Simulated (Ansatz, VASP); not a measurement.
Two plane-wave programs on Na4SrCaSi2

Contents of INCAR:

```
SYSTEM = Na4SrCaSi2
PREC = Accurate ; ENCUT = 520
EDIFF = 1E-7 ; ISMEAR = 0
SIGMA = 0.01 ; LREAL = .False.
LASPH = .True. ; NELM = 80
ALGO = Normal ; ISIF = 2
LWAVE = .False. ; LCHARG = .False.
GGA = PS ; NBANDS = 38
```

The input KPOINTS:

```
Automatic mesh
0
Gamma
  5 5 4
  0 0 0
```

File POSCAR:

```
Na4SrCaSi2
1.0
    5.2991430000      0.0000000000      0.0000000000
    0.0000000000      5.2991430000      0.0000000000
    0.0000000000      0.0000000000      7.4317080000
Sr Ca Si Na
1 1 2 4
Direct
    0.0000000000      0.0000000000      0.0000000000
    0.5000000000      0.5000000000      0.5000000000
    0.0000000000      0.5000000000      0.2576830000
    0.5000000000      0.0000000000      0.7423170000
    0.0000000000      0.0000000000      0.5000000000
    0.5000000000      0.5000000000      0.0000000000
    0.0000000000      0.5000000000      0.7431210000
    0.5000000000      0.0000000000      0.2568790000
```

Contents of input.yaml:

```yaml
crystal:
  lattice:
    - [5.299143, 0.0, 0.0]
    - [0.0, 5.299143, 0.0]
    - [0.0, 0.0, 7.431708]
  atoms:
    - { symbol: Sr, position: [0.0, 0.0, 0.0] }
    - { symbol: Ca, position: [0.5, 0.5, 0.5] }
    - { symbol: Si, position: [0.0, 0.5, 0.257683] }
    - { symbol: Si, position: [0.5, 0.0, 0.742317] }
    - { symbol: Na, position: [0.0, 0.0, 0.5] }
    - { symbol: Na, position: [0.5, 0.5, 0.0] }
    - { symbol: Na, position: [0.0, 0.5, 0.743121] }
    - { symbol: Na, position: [0.5, 0.0, 0.256879] }
hamiltonian:
  xc: pbesol
  pseudopotentials: { kind: paw }
kpoints:
  mp_grid: { grid: [5, 5, 4] }
scf:
  occupations: { method: gaussian, width: 0.01 }
output:
  forces: true
  stress: true
  eigenvalues: true
  write_density: true
  write_potential: true
  elf: true
  volumetric_format: npy
```

Alike in both runs: task single point; functional PBEsol; k mesh 5 × 5 × 4; occupations gaussian, width 0.01 eV; no spin polarisation.

```csv
,VASP,Ansatz
version,VASP 6.6.1,Ansatz 0.2.0
potentials or method,"VASP PAW PBE potentials, release 64 (Sr_sv, Ca_sv, Si, Na_pv)",Ansatz PAW
plane-wave cutoff (eV),520,420
valence electrons in the cell,56,64
```

|  | VASP | Ansatz | Ansatz less VASP |
| --- | --- | --- | --- |
| gap on the k mesh at the Fermi level (eV) | 0.12 | 0.12 | +0.002 |
| least direct gap on the mesh (eV) | 0.24 | 0.24 | 0.000 |
| pressure (GPa) | -0.8 | -0.9 | -0.05 |
| traceless stress, the component that is largest in VASP (GPa) | 0.08 | 0.07 | -0.001 |
| rms of the force components (eV/Å) | 0.030 | 0.031 | +0.0003 |

VASP's potentials were made for PBE, not for PBEsol. Atom by atom the forces differ by 0.000 eV/Å (rms over components). VASP's potentials hold 56 valence electrons a cell and Ansatz's 64, so a difference there can come from the potentials and not from the codes.

Noted on Ansatz's run: odd divisions of the mesh miss points on the zone boundary, where band edges often lie, so the gap on the mesh can be too wide.
